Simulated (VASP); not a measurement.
# Al (P6_3/mmc) in VASP: notebook

The runs below take Al through single point, with PBE+D3(BJ).

Program: VASP 6.6.1. These are calculated values, not measurements. Logs are shortened: lines on timing, memory, paths and dates and some standing lists are left out, and cuts for length are marked.

**1. The cell of the first run**

The structure is hexagonal, space group P6_3/mmc (No. 194). The conventional cell has a = 3.011 Å, b = 3.011 Å, c = 8.043 Å, α = 90.00°, β = 90.00°, γ = 120.00°. Within 3.5 Å of Al (site symmetry -3m) lie 12 Al at 2.66 to 3.01 Å. Al (site symmetry -6m2) has 12 Al at 2.66 to 3.01 Å within 3.5 Å.

This isn't the form of Al at room conditions, which is fcc.

**2. Single point, PBE+D3(BJ)**

Contents of INCAR:

```
SYSTEM = Al
PREC     = Accurate       ! precision mode
ENCUT    = 520            ! plane-wave cutoff, eV
EDIFF    = 1E-6           ! SCF threshold, eV
ISMEAR   = 0              ! smearing method
SIGMA    = 0.15           ! smearing width, eV
LREAL    = .False.        ! projectors in reciprocal space
LASPH    = .True.         ! aspherical terms in the spheres
NELM     = 60             ! most SCF steps
ALGO     = Fast           ! electronic algorithm
ISIF     = 2              ! what is computed and relaxed
LWAVE    = .False.        ! write WAVECAR
LCHARG   = .False.        ! write CHGCAR
GGA      = PE             ! functional
IVDW     = 12             ! dispersion correction
NBANDS   = 14             ! bands
```

Contents of KPOINTS:

```
Automatic mesh
0
Gamma
  18 18 4
  0 0 0
```

Contents of POSCAR:

```
Al
1.0
    3.0114000000      0.0000000000      0.0000000000
   -1.5057000000      2.6079489009      0.0000000000
    0.0000000000      0.0000000000      8.0434000000
Al
4
Direct
    0.0000000000      0.0000000000      0.0000000000
    0.3333333333      0.6666666667      0.2500000000
    0.0000000000      0.0000000000      0.5000000000
    0.6666666667      0.3333333333      0.7500000000
```

Potentials or basis: VASP PAW PBE potentials, release 64 (Al).

Started as:

```sh
$ cat potpaw_PBE.64/Al/POTCAR > POTCAR
$ mpirun -np 1 vasp_std > vasp.out
```

OUTCAR:

```text
SYSTEM = Al
   PREC = Accurate
   ENCUT = 520
   EDIFF = 1E-6
   ISMEAR = 0
   LREAL = .False.
   LASPH = .True.
   NELM = 60
   ISIF = 2
   GGA = PE
   IVDW = 12
 IVDW          = 12

 ion  position               nearest neighbor table
   1  0.000  0.000  0.000-   2 2.66   4 2.66   2 2.66   4 2.66   4 2.66   2 2.66
   2  0.333  0.667  0.250-   1 2.66   3 2.66   1 2.66   3 2.66   1 2.66   3 2.66
   3  0.000  0.000  0.500-   2 2.66   4 2.66   2 2.66   4 2.66   4 2.66   2 2.66
   4  0.667  0.333  0.750-   1 2.66   3 2.66   1 2.66   3 2.66   1 2.66   3 2.66

  LATTYP: Found a hexagonal cell.
 ALAT       =     3.0114000000
 C/A-ratio  =     2.6709835957

  Lattice vectors:

 A1 = (   3.0114000000,   0.0000000000,   0.0000000000)
 A2 = (  -1.5057000000,   2.6079489009,   0.0000000000)
 A3 = (   0.0000000000,   0.0000000000,   8.0434000000)

Analysis of symmetry for initial positions (statically):
=====================================================================
 Subroutine PRICEL returns:
 Original cell was already a primitive cell.

 Routine SETGRP: Setting up the symmetry group for a
 hexagonal supercell.

 Subroutine GETGRP returns: Found 24 space group operations
 (whereof 12 operations were pure point group operations)
 out of a pool of 24 trial point group operations.

The static configuration has the point symmetry D_3d.
 The point group associated with its full space group is D_6h.

Analysis of symmetry for dynamics (positions and initial velocities):
=====================================================================
 Subroutine PRICEL returns:
 Original cell was already a primitive cell.

 Routine SETGRP: Setting up the symmetry group for a
 hexagonal supercell.

 Subroutine GETGRP returns: Found 24 space group operations
 (whereof 12 operations were pure point group operations)
 out of a pool of 24 trial point group operations.

The dynamic configuration has the point symmetry D_3d.
 The point group associated with its full space group is D_6h.

 Subroutine INISYM returns: Found 24 space group operations
 (whereof 12 operations are pure point group operations),
 and found     1 'primitive' translations

----------------------------------------------------------------------------------------

                                     Primitive cell

  volume of cell :      63.1695

  direct lattice vectors                    reciprocal lattice vectors
     3.011400000  0.000000000  0.000000000     0.332071462  0.191721548  0.000000000
    -1.505700000  2.607948901  0.000000000     0.000000000  0.383443096  0.000000000
     0.000000000  0.000000000  8.043400000     0.000000000  0.000000000  0.124325534

  length of vectors
     3.011400000  3.011400000  8.043400000     0.383443096  0.383443096  0.124325534

  position of ions in fractional coordinates (direct lattice)
     0.000000000  0.000000000  0.000000000
     0.333333333  0.666666667  0.250000000
     0.000000000  0.000000000  0.500000000
     0.666666667  0.333333333  0.750000000

  ion indices of the primitive-cell ions
   primitive index   ion index
                 1           1
                 2           2
                 3           3
                 4           4

----------------------------------------------------------------------------------------

 KPOINTS: Automatic mesh

Automatic generation of k-mesh.
 Grid dimensions read from file:
 generate k-points for:   18   18    4

 Generating k-lattice:

  Cartesian coordinates                     Fractional coordinates (reciprocal lattice)
     0.018448415  0.010651197  0.000000000     0.055555556  0.000000000  0.000000000
     0.000000000  0.021302394  0.000000000     0.000000000  0.055555556  0.000000000
     0.000000000  0.000000000  0.031081383     0.000000000  0.000000000  0.250000000

  Length of vectors
     0.021302394  0.021302394  0.031081383

  Shift w.r.t. Gamma in fractional coordinates (k-lattice)
     0.000000000  0.000000000  0.000000000

 Subroutine IBZKPT returns following result:
 ===========================================

 Found    111 irreducible k-points:

 Following reciprocal coordinates:
            Coordinates               Weight
  0.000000  0.000000  0.000000      1.000000
  0.055556  0.000000  0.000000      6.000000
  0.111111  0.000000  0.000000      6.000000
  0.166667  0.000000  0.000000      6.000000
  0.222222  0.000000  0.000000      6.000000
  0.277778  0.000000  0.000000      6.000000
[... 16 lines left out ...]
  0.333333  0.111111  0.000000     12.000000
  0.388889  0.111111  0.000000     12.000000
 [... further k-points ...]
   k-points           NKPTS =    111   k-points in BZ     NKDIM =    111   number of bands    NBANDS=     14
   number of dos      NEDOS =    301   number of ions     NIONS =      4
   total plane-waves  NPLWV =  34560
   dimension x,y,z NGX =    24 NGY =   24 NGZ =   60
   dimension x,y,z NGXF=    48 NGYF=   48 NGZF=  120
   ions per type =               4
   NGX,Y,Z   is equivalent  to a cutoff of  13.25, 13.25, 12.40 a.u.
   NGXF,Y,Z  is equivalent  to a cutoff of  26.50, 26.50, 24.80 a.u.
 SYSTEM =  Al
   PREC   = accura    normal or accurate (medium, high low for compatibility)
   ISTART =      0    job   : 0-new  1-cont  2-samecut
   ICHARG =      2    charge: 1-file 2-atom 10-const
   ISPIN  =      1    spin polarized calculation?
   LNONCOLLINEAR =      F non collinear calculations
   LSORBIT =      F    spin-orbit coupling
   LASPH  =      T    aspherical Exc in radial PAW
   ENCUT  =  520.0 eV  38.22 Ry    6.18 a.u.   5.60  5.60 14.96*2*pi/ulx,y,z
   NELM   =     60;   NELMIN=  2; NELMDL= -5     # of ELM steps
   EDIFF  = 0.1E-05   stopping-criterion for ELM
   LREAL  =      F    real-space projection
   EDIFFG = 0.1E-04   stopping-criterion for IOM
   NSW    =      0    number of steps for IOM
   IBRION =     -1    ionic relax: 0-MD 1-quasi-New 2-CG
   NFREE  =      0    steps in history (QN), initial steepest desc. (CG)
   ISIF   =      2    stress and relaxation
   ISYM   =      2    0-nonsym 1-usesym 2-fastsym
   POTIM  = 0.5000    time-step for ionic-motion
   TEBEG  =    0.0;   TEEND  =   0.0 temperature during run
   PSTRESS=    0.0 pullay stress
   NELECT =      12.0000    total number of electrons
   NUPDOWN=      -1.0000    fix difference up-down
   EMIN   =  10.00;   EMAX   =-10.00  energy-range for DOS
   EFERMI =   0.00;   METHOD = LEGACY
   ISMEAR =     0;   SIGMA  =   0.15  broadening in eV -4-tet -1-fermi 0-gaus
   EFERMI_NEDOS =   21; number of points for ismear=-14 and -15
   IALGO  =     68    algorithm
   IMIX   =      4    mixing-type and parameters
     AMIX     =   0.40;   BMIX     =  1.00
     AMIX_MAG =   1.60;   BMIX_MAG =  1.00
  volume/ion in A,a.u.               =      15.79       106.57
  Fermi-wavevector in a.u.,A,eV,Ry     =   0.941094  1.778409 12.050099  0.885657
  Thomas-Fermi vector in A             =   2.068570
   LORBIT       =      0    0 simple, 1 ext, 2 COOP (PROOUT), +10 PAW based schemes
   GGA     = PE    functional components
   LHFCALC =     F    Hartree Fock is set to
   AEXX    =    0.0000 exact exchange contribution
   IVDW    =    12    specifies the selected vdW correction
   LEPSILON=     F    determine dielectric tensor
   LRPA    =     F    only Hartree local field effects (RPA)
 non-spin polarized calculation
 RMM-DIIS sequential band-by-band and
 Gauss-broadening in eV      SIGMA  =   0.15
  energy-cutoff  :      520.00
  volume of cell :       63.17
 maximum number of plane-waves:      1746
 NGX is ok and might be reduce to    24

 number of electron      12.0000000 magnetization

 Free energy of the ion-electron system (eV)
  ---------------------------------------------------
  ext. energy  EPLUGINS =         0.00000000
  ---------------------------------------------------
  free energy    TOTEN  =       -14.43978843 eV

  energy without entropy =      -14.41952906  energy(sigma->0) =      -14.42965875

 E-fermi :   8.4556     XC(G=0): -10.3410

 val. band max:        8.4459121042   @ k =   0.2778   0.0000   0.5000
 cond. band min:       8.4565399534   @ k =   0.4444   0.0000   0.5000
 fundamental gap:      0.0106278493
 Fermi energy:         8.4556403815

 k-point     1 :       0.0000    0.0000    0.0000
  band No.  band energies     occupation
      1      -2.9989      2.00000
      2      -0.7383      2.00000
      3      -0.7336      2.00000
      4       5.1494      2.00000
      5       6.6603      2.00000
      6      16.0511      0.00000
      7      16.2632      0.00000
      8      16.3311      0.00000
      9      16.3311      0.00000
     10      16.7725      0.00000
     11      16.7725      0.00000
     12      18.2530      0.00000
     13      18.2546      0.00000
     14      18.4205      0.00000

 k-point     2 :       0.0556    0.0000    0.0000
  band No.  band energies     occupation
      1      -2.9319      2.00000
      2      -0.6726      2.00000
      3      -0.6677      2.00000
      4       5.2093      2.00000
      5       6.7230      2.00000
      6      15.0148      0.00000
      7      15.5802      0.00000
      8      16.0180      0.00000
      9      16.2065      0.00000
     10      16.8710      0.00000
     11      17.1995      0.00000
     12      17.2107      0.00000
     13      17.5316      0.00000
     14      17.5489      0.00000
[... 343 lines left out ...]
      1       0.4414      2.00000
      2       2.6196      2.00000
      3       2.6494      2.00000
      4       5.0724      2.00000
      5       7.1122      2.00000
      6       7.2501      2.00000
      7       8.4449      1.08087
      8       9.3368      0.00000
      9      10.4464      0.00000
     10      11.6073      0.00000
     11      11.9024      0.00000
     12      12.9363      0.00000
     13      14.6787      0.00000
     14      16.6583      0.00000

 k-point    24 :       0.3889    0.1111    0.0000
  band No.  band energies     occupation
      1       1.4141      2.00000
      2       3.4945      2.00000
      3       3.6041      2.00000
      4       3.8035      2.00000
      5       5.8938      2.00000
      6       5.9905      2.00000
      7       9.2286      0.00000
      8       9.2769      0.00000
      9      11.0236      0.00000
     10      11.1011      0.00000
     11      11.8778      0.00000
     12      12.0319      0.00000
     13      13.5140      0.00000
     14      16.4730      0.00000

 [... further k-points ...]

------------------------ aborting loop because EDIFF is reached ----------------------------------------

 Edisp (eV)   -1.41017

 E8    (eV) :    -0.6316

  FORCE on cell =-STRESS in cart. coord.  units (eV):
  Direction    XX          YY          ZZ          XY          YZ          ZX
  --------------------------------------------------------------------------------------
  -------------------------------------------------------------------------------------
  Total       0.03155     0.03155     5.47982     0.00000     0.00000     0.00000
  in kB       0.80030     0.80030   138.98549     0.00000     0.00000     0.00000
  external pressure =       46.86 kB  Pullay stress =        0.00 kB

 VOLUME and BASIS-vectors are now :
 -----------------------------------------------------------------------------
  energy-cutoff  :      520.00
  volume of cell :       63.17
      direct lattice vectors                 reciprocal lattice vectors
     3.011400000  0.000000000  0.000000000     0.332071462  0.191721548  0.000000000
    -1.505700000  2.607948901  0.000000000     0.000000000  0.383443096  0.000000000
     0.000000000  0.000000000  8.043400000     0.000000000  0.000000000  0.124325534

 POSITION                                       TOTAL-FORCE (eV/Angst)
 -----------------------------------------------------------------------------------
      0.00000      0.00000      0.00000         0.000000      0.000000      0.000000
     -0.00000      1.73863      2.01085        -0.000000      0.000000      0.000000
      0.00000      0.00000      4.02170         0.000000      0.000000      0.000000
      1.50570      0.86932      6.03255        -0.000000      0.000000     -0.000000
 -----------------------------------------------------------------------------------
    total drift:                               -0.000000      0.000000      0.000000

  FREE ENERGIE OF THE ION-ELECTRON SYSTEM (eV)
  ---------------------------------------------------
  free  energy   TOTEN  =       -15.8499575724 eV

  energy  without entropy=      -15.8296982016  energy(sigma->0) =      -15.83982789
```

Wall time 25 s (1 thread of Intel Xeon 6975P-C (Granite Rapids), shared host); peak memory 0.22 GiB.

Results:

```
Free energy                : -15.8500 eV
Pressure                   : 4.7 GPa
Band gap on the k mesh     : zero (bands 6 and 7 overlap by 9.62 eV)
Dispersion energy per atom : -0.353 eV
```

Caveat: the cell stands under pressure.

**3. Single point, PBE+D3(BJ)**

This run uses another cell than the first one, of the same volume but with other edges.

Contents of INCAR:

```
SYSTEM = Al
  PREC = Accurate
  ENCUT = 520
  EDIFF = 1E-6
  ISMEAR = 0
  SIGMA = 0.15
  LREAL = .FALSE.
  LASPH = .TRUE.
  NELM = 80
  ALGO = Normal
  ISIF = 2
  LWAVE = .FALSE.
  LCHARG = .TRUE.
  GGA = PE
  IVDW = 12
  LELF = .TRUE.
  LVHAR = .TRUE.
  NBANDS = 14
```

Contents of KPOINTS:

```
Automatic mesh
0
G
  18 18 4
  0 0 0
```

Contents of POSCAR:

```
Al
1.0
    2.6962000000      0.0000000000      0.0000000000
   -1.3481000000      2.3349776937      0.0000000000
    0.0000000000      0.0000000000     10.0395000000
Al
4
Direct
    0.0000000000      0.0000000000      0.0000000000
    0.3333333333      0.6666666667      0.2500000000
    0.0000000000      0.0000000000      0.5000000000
    0.6666666667      0.3333333333      0.7500000000
```

Potentials or basis: VASP PAW PBE potentials, release 64 (Al).

Started as:

```sh
$ cat potpaw_PBE.64/Al/POTCAR > POTCAR
$ mpirun -np 1 vasp_std > vasp.out
```

It took 26 s on 1 thread of Intel Xeon 6975P-C (Granite Rapids), shared host; peak memory 0.22 GiB.

Results (log left out):

```yaml
Free_energy: -16.1190 eV
Pressure: 2.4 GPa
Band_gap_on_the_k_mesh: zero (bands 6 and 7 overlap by 4.01 eV)
Dispersion_energy_per_atom: -0.352 eV
```

Stress tensor (GPa, compression positive):
```
 6.29  0.00  0.00
 0.00  6.29  0.00
 0.00  0.00 -5.36
```

Levels at points of the mesh, in eV from the Fermi level:
```
           k point  band 3  band 4  band 5  band 6  band 7  band 8  band 9  band 10
(0.00, 0.00, 0.00)   -9.92   -5.95   -5.30    1.29    1.29   10.01   10.71    13.03
(0.50, 0.00, 0.00)   -3.79   -3.72   -2.98   -2.90    0.41    0.88    0.92     1.27
(0.00, 0.00, 0.50)   -8.13   -8.13   -2.46   -2.46    5.61    5.61   13.21    13.21
(0.50, 0.00, 0.50)   -4.36   -4.36   -1.87   -1.87   -1.20   -1.20    3.67     3.67
```

**4. Single point, PBE+D3(BJ)**

This run uses another cell than the first one, of 15.85 Å³/atom.

Contents of INCAR:

```
  PREC = Accurate
  ENCUT = 520
  EDIFF = 1E-6
  ISMEAR = 0
  SIGMA = 0.15
  LREAL = F
  LASPH = T
  NELM = 80
  ALGO = Normal
  ISIF = 2
  LWAVE = F
  LCHARG = F
  GGA = PE
  IVDW = 12
  NBANDS = 14
```

Contents of KPOINTS:

```
Automatic mesh
0
Gamma
  18 18 4
```

Contents of POSCAR:

```
Al
1.0
    2.8144222649      0.0000000000      0.0000000000
   -1.4072111325      2.4373611784      0.0000000000
    0.0000000000      0.0000000000      9.2410470711
Al
4
Direct
    0.0000000000      0.0000000000      0.0000000000
    0.3333333333      0.6666666667      0.2500000000
    0.0000000000      0.0000000000      0.5000000000
    0.6666666667      0.3333333333      0.7500000000
```

Started as:

```sh
$ cat potpaw_PBE.64/Al/POTCAR > POTCAR
$ mpirun -np 1 vasp_std > vasp.out
```

It took 23 s on 1 thread of Intel Xeon 6975P-C (Granite Rapids), shared host; peak memory 0.23 GiB.

The run converged. Its results:

```yaml
Free_energy: -16.3155 eV
Pressure: 0.0 GPa
Band_gap_on_the_k_mesh: zero (bands 6 and 7 overlap by 5.51 eV)
Dispersion_energy_per_atom: -0.351 eV
```

Stress tensor (GPa, compression positive):
```
-0.12  0.00  0.00
 0.00 -0.12  0.00
 0.00  0.00  0.24
```

Levels at points of the mesh, in eV from the Fermi level:
```
           k point  band 3  band 4  band 5  band 6  band 7  band 8  band 9  band 10
(0.00, 0.00, 0.00)   -9.66   -4.75   -4.47    3.45    3.46   11.10   11.10    11.24
(0.50, 0.00, 0.00)   -3.99   -3.94   -3.33   -3.26    0.85    1.28    1.37     1.71
(0.00, 0.00, 0.50)   -7.54   -7.54   -0.93   -0.93    8.40    8.40   11.43    11.43
(0.50, 0.00, 0.50)   -4.86   -4.86   -1.87   -1.87   -1.19   -1.19    4.68     4.68
```

**5. Summary**

```csv
cell,gap on the mesh (eV),pressure (GPa)
"a = 3.011, b = 3.011, c = 8.043 Å, angles 90.0, 90.0, 120.0°, 4 atoms",none,4.7
"a = 2.696, b = 2.696, c = 10.040 Å, angles 90.0, 90.0, 120.0°, 4 atoms",none,2.4
"a = 2.814, b = 2.814, c = 9.241 Å, angles 90.0, 90.0, 120.0°, 4 atoms",none,0.0
```

Alike in all rows: task single point; level PBE+D3(BJ); potentials or basis VASP PAW PBE potentials, release 64 (Al); no spin polarisation; k mesh 18 × 18 × 4; cutoff (eV) 520; smearing gaussian 0.15 eV.

Caveats: the cell stands under pressure (at least some runs).

Total energies depend on the potentials used, so only differences within one code and one set of settings carry meaning.
